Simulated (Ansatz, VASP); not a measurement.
**Two plane-wave programs on BN**

The input INCAR:

```
PREC = Accurate
ENCUT = 600
EDIFF = 1E-7
ISMEAR = 0
SIGMA = 0.02
LREAL = False
LASPH = True
NELM = 80
ALGO = Normal
ISIF = 3
LWAVE = False
LCHARG = False
GGA = PE
IBRION = 2
NSW = 70
EDIFFG = -0.005
```

KPOINTS

```
regular mesh
0
Gamma
  12 12 4
```

File POSCAR:

```
BN
1.0
    2.5064254169      0.0000000000      0.0000000000
   -1.2532127085      2.1706280837      0.0000000000
    0.0000000000      0.0000000000      6.6141240277
B N
2 2
Direct
    0.3333333333      0.6666666667      0.2500000000
    0.6666666667      0.3333333333      0.7500000000
    0.3333333333      0.6666666667      0.7500000000
    0.6666666667      0.3333333333      0.2500000000
```

Input for Ansatz:

```yaml
crystal:
  lattice:
    - [2.5064254169, 0.0, 0.0]
    - [-1.2532127085, 2.1706280837, 0.0]
    - [0.0, 0.0, 6.6141240277]
  atoms:
    - { symbol: B, position: [0.3333333333, 0.6666666667, 0.25] }
    - { symbol: B, position: [0.6666666667, 0.3333333333, 0.75] }
    - { symbol: "N", position: [0.3333333333, 0.6666666667, 0.75] }
    - { symbol: "N", position: [0.6666666667, 0.3333333333, 0.25] }
basis:
  ecutwfc: 420
kpoints:
  mp_grid: { grid: [12, 12, 4] }
hamiltonian:
  xc: pbe
scf:
  occupations: { method: gaussian, width: 0.02 }
output:
  forces: true
  stress: true
  eigenvalues: true
relax:
  adjacent_minimum: "off"
  f_tol: 0.005
  max_steps: 50
  cell: { stress_tol: 0.05 }
```

Alike in both runs: task relaxation of cell and atoms; functional PBE; k mesh 12 × 12 × 4; occupations gaussian, width 0.02 eV; no spin polarisation.

|  | VASP | Ansatz |
| --- | --- | --- |
| version | VASP 6.6.1 | Ansatz 0.2.0 |
| potentials or method | VASP PAW PBE potentials, release 64 (B, N), cutoff 600 eV | scalar-relativistic, plane waves, PAW |
| valence electrons in the cell | 16 | 16 |

|  | VASP | Ansatz | Ansatz less VASP |
| --- | --- | --- | --- |
| gap on the k mesh at the Fermi level, each at its own relaxed structure (eV) | 4.47 | 4.39 | -0.074 |
| relaxed volume (Å³/atom) | 10.43 | 11.44 | +1.005 |
| relaxed length of the cell vector where the two differ most in proportion (Å) | 7.635 | 8.371 | +0.7361 |

One of these differences is far larger than is usual between the two programs; its cause wasn't traced.

Noted on VASP's run: the volume moved by over 15 % at a fixed basis, so the end points are rough.
